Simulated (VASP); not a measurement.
# KMo2 (Pnnm) in VASP: single point with PBE

Aim: the single point of KMo2 with PBE.

Everything below comes from runs of VASP 6.6.1. Logs are shortened: lines on timing, memory, paths and dates and some standing lists are left out, and cuts for length are marked.

### 1 The cell of the first run

The structure is orthorhombic, space group Pnnm (No. 58). The conventional cell has a = 2.584 Å, b = 8.381 Å, c = 5.904 Å, α = 90.00°, β = 90.00°, γ = 90.00°. Within 3.5 Å of K (site symmetry 2/m) lie 2 K at 2.58 Å and 10 Mo at 3.01 to 3.47 Å. Mo (site symmetry m) has 3 Mo at 2.38 to 2.58 Å and 1 K at 3.01 Å within 3.1 Å.

### 2 Single point, PBE

INCAR reads:

```
SYSTEM = KMo2
PREC = Accurate
ENCUT = 520
EDIFF = 1E-7
ISMEAR = 0
SIGMA = 0.1
LREAL = .FALSE.
LASPH = .TRUE.
NELM = 60
ALGO = Fast
ISIF = 2
LWAVE = .FALSE.
LCHARG = .FALSE.
GGA = PE
NBANDS = 46
```

KPOINTS reads:

```
regular mesh
0
G
  6 2 4
  0 0 0
```

POSCAR reads:

```
KMo2
1.0
    2.5837823623      0.0000000000      0.0000000000
    0.0000000000      8.3806103169      0.0000000000
    0.0000000000      0.0000000000      5.9037367084
K Mo
2 4
Direct
    0.5000000000      0.5000000000      0.5000000000
    0.0000000000      0.0000000000      0.0000000000
    0.4609530526      0.8584119393      0.5000000000
    0.9609530526      0.6415880607      0.0000000000
    0.5390469474      0.1415880607      0.5000000000
    0.0390469474      0.3584119393      0.0000000000
```

Potentials or basis: VASP PAW PBE potentials, release 64 (K_sv, Mo_sv).

The run is started by

```sh
$ cat potpaw_PBE.64/K_sv/POTCAR potpaw_PBE.64/Mo_sv/POTCAR > POTCAR
$ mpirun -np 1 vasp_std > vasp.out
```

OUTCAR:

```text
SYSTEM = KMo2
   PREC = Accurate
   ENCUT = 520
   EDIFF = 1E-7
   ISMEAR = 0
   LREAL = .FALSE.
   LASPH = .TRUE.
   NELM = 60
   ISIF = 2
   GGA = PE

 ion  position               nearest neighbor table
   1  0.500  0.500  0.500-   3 3.01   5 3.01   4 3.40   6 3.40   4 3.40   6 3.40   6 3.47   6 3.47
                             4 3.47   4 3.47
   2  0.000  0.000  0.000-   4 3.01   6 3.01   5 3.40   3 3.40   3 3.40   5 3.40   5 3.47   5 3.47
                             3 3.47   3 3.47
   3  0.461  0.858  0.500-   5 2.38   1 3.01   5 3.36   2 3.40   2 3.40   2 3.47   2 3.47
   4  0.961  0.642  0.000-   6 2.38   2 3.01   6 3.36   1 3.40   1 3.40   1 3.47   1 3.47
   5  0.539  0.142  0.500-   3 2.38   1 3.01   3 3.36   2 3.40   2 3.40   2 3.47   2 3.47
   6  0.039  0.358  0.000-   4 2.38   2 3.01   4 3.36   1 3.40   1 3.40   1 3.47   1 3.47

  LATTYP: Found a simple orthorhombic cell.
 ALAT       =     2.5837823623
 B/A-ratio  =     2.2849202760
 C/A-ratio  =     3.2435434343

  Lattice vectors:

 A1 = (  -2.5837823623,   0.0000000000,   0.0000000000)
 A2 = (   0.0000000000,   0.0000000000,   5.9037367084)
 A3 = (   0.0000000000,   8.3806103169,   0.0000000000)

Analysis of symmetry for initial positions (statically):
=====================================================================
 Subroutine PRICEL returns:
 Original cell was already a primitive cell.

 Routine SETGRP: Setting up the symmetry group for a
 simple orthorhombic supercell.

 Subroutine GETGRP returns: Found  8 space group operations
 (whereof  4 operations were pure point group operations)
 out of a pool of  8 trial point group operations.

The static configuration has the point symmetry C_2h.
 The point group associated with its full space group is D_2h.

Analysis of symmetry for dynamics (positions and initial velocities):
=====================================================================
 Subroutine PRICEL returns:
 Original cell was already a primitive cell.

 Routine SETGRP: Setting up the symmetry group for a
 simple orthorhombic supercell.

 Subroutine GETGRP returns: Found  8 space group operations
 (whereof  4 operations were pure point group operations)
 out of a pool of  8 trial point group operations.

The dynamic configuration has the point symmetry C_2h.
 The point group associated with its full space group is D_2h.

 Subroutine INISYM returns: Found  8 space group operations
 (whereof  4 operations are pure point group operations),
 and found     1 'primitive' translations

----------------------------------------------------------------------------------------

                                     Primitive cell

  volume of cell :     127.8376

  direct lattice vectors                    reciprocal lattice vectors
     2.583782362  0.000000000  0.000000000     0.387029502  0.000000000  0.000000000
     0.000000000  8.380610317  0.000000000     0.000000000  0.119323052  0.000000000
     0.000000000  0.000000000  5.903736708     0.000000000  0.000000000  0.169384248

  length of vectors
     2.583782362  8.380610317  5.903736708     0.387029502  0.119323052  0.169384248

  position of ions in fractional coordinates (direct lattice)
     0.500000000  0.500000000  0.500000000
     0.000000000  0.000000000  0.000000000
     0.460953053  0.858411939  0.500000000
     0.960953053  0.641588061  0.000000000
     0.539046947  0.141588061  0.500000000
     0.039046947  0.358411939  0.000000000

  ion indices of the primitive-cell ions
   primitive index   ion index
                 1           1
                 2           2
                 3           3
                 4           4
                 5           5
                 6           6

----------------------------------------------------------------------------------------

 KPOINTS: regular mesh

Automatic generation of k-mesh.
 Grid dimensions read from file:
 generate k-points for:    6    2    4

 Generating k-lattice:

  Cartesian coordinates                     Fractional coordinates (reciprocal lattice)
     0.064504917  0.000000000  0.000000000     0.166666667  0.000000000  0.000000000
     0.000000000  0.059661526  0.000000000     0.000000000  0.500000000  0.000000000
     0.000000000  0.000000000  0.042346062     0.000000000  0.000000000  0.250000000

  Length of vectors
     0.064504917  0.059661526  0.042346062

  Shift w.r.t. Gamma in fractional coordinates (k-lattice)
     0.000000000  0.000000000  0.000000000

 Subroutine IBZKPT returns following result:
 ===========================================

 Found     24 irreducible k-points:

 Following reciprocal coordinates:
            Coordinates               Weight
  0.000000  0.000000  0.000000      1.000000
  0.166667  0.000000  0.000000      2.000000
  0.333333  0.000000  0.000000      2.000000
  0.500000  0.000000  0.000000      1.000000
  0.000000  0.500000  0.000000      1.000000
  0.166667  0.500000  0.000000      2.000000
[... 16 lines left out ...]
  0.333333  0.500000  0.500000      2.000000
  0.500000  0.500000  0.500000      1.000000
   k-points           NKPTS =     24   k-points in BZ     NKDIM =     24   number of bands    NBANDS=     46
   number of dos      NEDOS =    301   number of ions     NIONS =      6
   total plane-waves  NPLWV =  61440
   dimension x,y,z NGX =    20 NGY =   64 NGZ =   48
   dimension x,y,z NGXF=    40 NGYF=  128 NGZF=   96
   ions per type =               2   4
   NGX,Y,Z   is equivalent  to a cutoff of  12.87, 12.70, 13.52 a.u.
   NGXF,Y,Z  is equivalent  to a cutoff of  25.74, 25.39, 27.03 a.u.
 SYSTEM =  KMo2
   PREC   = accura    normal or accurate (medium, high low for compatibility)
   ISTART =      0    job   : 0-new  1-cont  2-samecut
   ICHARG =      2    charge: 1-file 2-atom 10-const
   ISPIN  =      1    spin polarized calculation?
   LNONCOLLINEAR =      F non collinear calculations
   LSORBIT =      F    spin-orbit coupling
   LASPH  =      T    aspherical Exc in radial PAW
   ENCUT  =  520.0 eV  38.22 Ry    6.18 a.u.   4.80 15.58 10.98*2*pi/ulx,y,z
   NELM   =     60;   NELMIN=  2; NELMDL= -5     # of ELM steps
   EDIFF  = 0.1E-06   stopping-criterion for ELM
   LREAL  =      F    real-space projection
   EDIFFG = 0.1E-05   stopping-criterion for IOM
   NSW    =      0    number of steps for IOM
   IBRION =     -1    ionic relax: 0-MD 1-quasi-New 2-CG
   NFREE  =      0    steps in history (QN), initial steepest desc. (CG)
   ISIF   =      2    stress and relaxation
   ISYM   =      2    0-nonsym 1-usesym 2-fastsym
   POTIM  = 0.5000    time-step for ionic-motion
   TEBEG  =    0.0;   TEEND  =   0.0 temperature during run
   PSTRESS=    0.0 pullay stress
   NELECT =      74.0000    total number of electrons
   NUPDOWN=      -1.0000    fix difference up-down
   EMIN   =  10.00;   EMAX   =-10.00  energy-range for DOS
   EFERMI =   0.00;   METHOD = LEGACY
   ISMEAR =     0;   SIGMA  =   0.10  broadening in eV -4-tet -1-fermi 0-gaus
   EFERMI_NEDOS =   21; number of points for ismear=-14 and -15
   IALGO  =     68    algorithm
   IMIX   =      4    mixing-type and parameters
     AMIX     =   0.40;   BMIX     =  1.00
     AMIX_MAG =   1.60;   BMIX_MAG =  1.00
  volume/ion in A,a.u.               =      21.31       143.78
  Fermi-wavevector in a.u.,A,eV,Ry     =   1.364371  2.578288 25.327365  1.861509
  Thomas-Fermi vector in A             =   2.490693
   LORBIT       =      0    0 simple, 1 ext, 2 COOP (PROOUT), +10 PAW based schemes
   GGA     = PE    functional components
   LHFCALC =     F    Hartree Fock is set to
   AEXX    =    0.0000 exact exchange contribution
   IVDW    =     0    specifies the selected vdW correction
   LEPSILON=     F    determine dielectric tensor
   LRPA    =     F    only Hartree local field effects (RPA)
 non-spin polarized calculation
 RMM-DIIS sequential band-by-band and
 Gauss-broadening in eV      SIGMA  =   0.10
  energy-cutoff  :      520.00
  volume of cell :      127.84
 maximum number of plane-waves:      3474
 NGX is ok and might be reduce to    20
   NGX =  9   NGY = 31   NGZ = 21

 number of electron      74.0000000 magnetization

 Free energy of the ion-electron system (eV)
  ---------------------------------------------------
  ext. energy  EPLUGINS =         0.00000000
  ---------------------------------------------------
  free energy    TOTEN  =       -37.08873102 eV

  energy without entropy =      -37.06598221  energy(sigma->0) =      -37.07735661

 E-fermi :   6.4797     XC(G=0): -10.8913

 val. band max:        6.4525833849   @ k =   0.0000   0.0000   0.2500
 cond. band min:       6.4819811504   @ k =   0.3333   0.5000   0.5000
 fundamental gap:      0.0293977655
 Fermi energy:         6.4796746262

 k-point     1 :       0.0000    0.0000    0.0000
  band No.  band energies     occupation
      1     -54.3300      2.00000
      2     -54.3261      2.00000
      3     -54.0911      2.00000
      4     -54.0870      2.00000
      5     -29.0367      2.00000
      6     -29.0255      2.00000
[... 38 lines left out ...]
     45       9.1503      0.00000
     46       9.3137      0.00000

 k-point     2 :       0.1667    0.0000    0.0000
  band No.  band energies     occupation
      1     -54.2785      2.00000
      2     -54.2751      2.00000
      3     -54.0415      2.00000
      4     -54.0380      2.00000
      5     -28.9863      2.00000
      6     -28.9767      2.00000
[... 38 lines left out ...]
     45       8.5111      0.00000
     46       8.9510      0.00000

 k-point     3 :       0.3333    0.0000    0.0000
  band No.  band energies     occupation
      1     -54.1736      2.00000
      2     -54.1717      2.00000
      3     -53.9405      2.00000
      4     -53.9384      2.00000
      5     -28.8960      2.00000
      6     -28.8922      2.00000
[... 1018 lines left out ...]
     45       8.8235      0.00000
     46       8.8829      0.00000

 k-point    24 :       0.5000    0.5000    0.5000
  band No.  band energies     occupation
      1     -54.1196      2.00000
      2     -54.1196      2.00000
      3     -53.8884      2.00000
      4     -53.8884      2.00000
      5     -29.0914      2.00000
      6     -29.0914      2.00000
[... 38 lines left out ...]
     45       9.6099      0.00000
     46       9.6099      0.00000

------------------------ aborting loop because EDIFF is reached ----------------------------------------

  FORCE on cell =-STRESS in cart. coord.  units (eV):
  Direction    XX          YY          ZZ          XY          YZ          ZX
  --------------------------------------------------------------------------------------
  -------------------------------------------------------------------------------------
  Total        0.6306838      0.5055139      0.2159230     -0.0000000      0.0000000      0.0000000
  in kB        7.9043049      6.3355613      2.7061441     -0.0000000      0.0000000      0.0000000
  external PRESSURE =       5.6486701 kB  Pullay stress =       0.0000000 kB

 VOLUME and BASIS-vectors are now :
 -----------------------------------------------------------------------------
  energy-cutoff  :      520.00
  volume of cell :      127.84
      direct lattice vectors                 reciprocal lattice vectors
     2.583782362  0.000000000  0.000000000     0.387029502  0.000000000  0.000000000
     0.000000000  8.380610317  0.000000000     0.000000000  0.119323052  0.000000000
     0.000000000  0.000000000  5.903736708     0.000000000  0.000000000  0.169384248

 POSITION                                       TOTAL-FORCE (eV/Angst)
 -----------------------------------------------------------------------------------
      1.29189      4.19031      2.95187         0.000000      0.000000      0.000000
      0.00000      0.00000      0.00000         0.000000      0.000000      0.000000
      1.19100      7.19402      2.95187        -0.002639     -0.077600      0.000000
      2.48289      5.37690      0.00000        -0.002639      0.077600      0.000000
      1.39278      1.18659      2.95187         0.002639      0.077600      0.000000
      0.10089      3.00371      0.00000         0.002639     -0.077600      0.000000
 -----------------------------------------------------------------------------------
    total drift:                                0.000000     -0.000000      0.000000

  FREE ENERGIE OF THE ION-ELECTRON SYSTEM (eV)
  ---------------------------------------------------
  free  energy   TOTEN  =       -37.0887310164 eV

  energy  without entropy=      -37.0659822115  energy(sigma->0) =      -37.07735661
```

Run time: 8.2 min. Hardware: 1 thread of Oxide Virtual Turin-like, shared host; peak memory 0.26 GiB.

What came out:

| Item | Value |
| --- | --- |
| Free energy | -37.0887 eV |
| Pressure | 0.6 GPa |
| Largest force | 0.078 eV/Å |
| Band gap on the k mesh | zero (bands 37 and 38 overlap by 1.77 eV) |

Forces in eV/Å, atoms in the order of the input:
```
K    0.000  0.000  0.000
K    0.000  0.000  0.000
Mo  -0.003 -0.078  0.000
Mo  -0.003  0.078  0.000
Mo   0.003  0.078  0.000
Mo   0.003 -0.078  0.000
```

Caveat: the k points lie up to 0.41 Å⁻¹ apart, too coarse for converged energies and pressures of a metal.

The gap in the log of VASP goes by the Fermi energy; the results here count the filled bands.